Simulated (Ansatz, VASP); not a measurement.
## One calculation of HfTa, two programs

The input INCAR:

```
PREC     = Accurate       # precision mode
ENCUT    = 520            # plane-wave cutoff, eV
EDIFF    = 1E-6           # SCF threshold, eV
ISMEAR   = 0              # smearing method
SIGMA    = 0.15           # smearing width, eV
LREAL    = False          # projectors in reciprocal space
LASPH    = True           # aspherical terms in the spheres
NELM     = 100            # most SCF steps
ALGO     = Normal         # electronic algorithm
ISIF     = 2              # what is computed and relaxed
LWAVE    = False          # write WAVECAR
LCHARG   = True           # write CHGCAR
GGA      = PS             # functional
LELF     = True           # ELF
LVHAR    = True         
NBANDS   = 18             # bands
```

KPOINTS

```
Automatic mesh
0
Gamma
  18 18 12
```

POSCAR

```
HfTa
1.0
    1.7127470000     -2.3996010000      0.0000000000
    1.7127470000      2.3996010000      0.0000000000
    0.0000000000      0.0000000000      4.8475550000
Hf Ta
1 1
Direct
    0.0000000000      0.0000000000      0.0000000000
    0.5000000000      0.5000000000      0.5000000000
```

Input for Ansatz:

```yaml
crystal:
  lattice:
    - [1.712747, -2.399601, 0.0]
    - [1.712747, 2.399601, 0.0]
    - [0.0, 0.0, 4.847555]
  atoms:
    - { symbol: Hf, position: [0.0, 0.0, 0.0] }
    - { symbol: Ta, position: [0.5, 0.5, 0.5] }
basis:
  ecutwfc: 420
kpoints:
  mp_grid: { grid: [18, 18, 12] }
hamiltonian:
  xc: pbesol
scf:
  occupations: { method: gaussian, width: 0.15 }
output:
  forces: true
  stress: true
  eigenvalues: true
```

Alike in both runs: task single point; functional PBEsol; k mesh 18 × 18 × 12; occupations gaussian, width 0.15 eV; no spin polarisation.

```csv
,VASP,Ansatz
version,VASP 6.6.1,Ansatz 0.2.0
potentials or method,"VASP PAW PBE potentials, release 64 (Hf_pv, Ta_pv), cutoff 520 eV","scalar-relativistic, plane waves, PAW"
valence electrons in the cell,21,39
```

VASP gave:

```
gap on the k mesh at the Fermi level (eV)                     : none
pressure (GPa)                                                : -5.3
traceless stress, the component that is largest in VASP (GPa) : -0.18
```

Task: Estimate Ansatz's values.

Result: gap on the k mesh at the Fermi level (eV): none; pressure (GPa): -5.1; traceless stress, the component that is largest in VASP (GPa): -0.23.

VASP's potentials were made for PBE, not for PBEsol. A gap of «none» marks a metal or a gap that the smearing closes. VASP's potentials hold 21 valence electrons a cell and Ansatz's 39, so a difference there can come from the potentials and not from the codes.

Neither program's run includes spin-orbit coupling.
